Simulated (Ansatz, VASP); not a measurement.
**AlCo: VASP beside Ansatz**

```
Al Co
1.0
     2.91354    0.55121    0.55121
     0.55121    2.91354    0.55121
     0.55121    0.55121    2.91354
Al Co
1 1
Direct
  0.00000 0.00000 0.00000
  0.50000 0.50000 0.50000
```

Alike in both runs: task single point; functional PBE; k mesh 18 × 18 × 18; occupations gaussian, width 0.15 eV; collinear spin.

|  | VASP | Ansatz |
| --- | --- | --- |
| version | VASP 6.6.1 | Ansatz 0.2.0 |
| potentials or method | VASP PAW PBE potentials, release 64 (Al, Co), cutoff 520 eV | scalar-relativistic, plane waves, PAW |
| valence electrons in the cell | 12 | 20 |

```tsv
	VASP	Ansatz	Ansatz less VASP
gap on the k mesh at the Fermi level (eV)	none	none	-
net moment per atom (μB)	0.00	0.00	0.000
```

A gap of «none» marks a metal or a gap that the smearing closes. VASP's potentials hold 12 valence electrons a cell and Ansatz's 20, so a difference there can come from the potentials and not from the codes. Ansatz's warnings: seeded moment not kept.
